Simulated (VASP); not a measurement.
## GaP (GaP (110), 3 layers): single point with LDA

GaP (GaP (110), 3 layers), a slab with vacuum:

```
Ga P
1.0
     3.81207    0.00000    0.00000
     0.00000    5.39107    0.00000
     0.00000    0.00000   19.81210
Ga P
3 3
Direct
  0.25000 0.08859 0.42106
  0.75000 0.66770 0.50000
  0.25000 0.08859 0.57894
  0.75000 0.87230 0.39326
  0.25000 0.41053 0.50000
  0.75000 0.87230 0.60674
```

* Program: VASP 6.6.1
* Task: single point
* Functional: LDA
* Potentials or basis: VASP PAW LDA potentials, release 64 (Ga_d, P)
* Cutoff: 520 eV
* k mesh: 8 × 6 × 1
* Occupations: fermi-dirac, width 0.02 eV
* Spin: no spin polarisation
* Dipole correction: yes
* Further INCAR settings: ALGO = Normal; EDIFF = 1e-07; NBANDS = 36

```yaml
Largest_force: 0.007 eV/Å
Band_gap_on_the_k_mesh: 0.21 eV, indirect (least direct gap 0.72 eV)
```

Forces in eV/Å, atoms in the order of the input:
```
Ga   0.000 -0.005 -0.004
Ga   0.000  0.007  0.000
Ga   0.000 -0.005  0.004
P    0.000  0.002 -0.006
P    0.000  0.000  0.000
P    0.000  0.002  0.006
```

Levels at points of the mesh, in eV from the valence-band top:
| k point | band 25 | band 26 | band 27 | band 28 | band 29 | band 30 |
| --- | --- | --- | --- | --- | --- | --- |
| (0.00, 0.00, 0.00) | -0.86 | -0.81 | 0.00 | 1.65 | 1.80 | 3.03 |
| (0.50, 0.00, 0.00) | -1.58 | -1.44 | -0.50 | 0.21 | 2.00 | 3.19 |
| (0.00, 0.50, 0.00) | -1.02 | -0.84 | -0.24 | 1.04 | 2.28 | 2.82 |
| (0.50, 0.50, 0.00) | -2.10 | -0.62 | -0.45 | 1.00 | 3.02 | 3.19 |

Wall time 8.5 min on 1 thread of Intel Xeon 6975P-C, with other jobs on the host, peak memory 0.47 GiB.
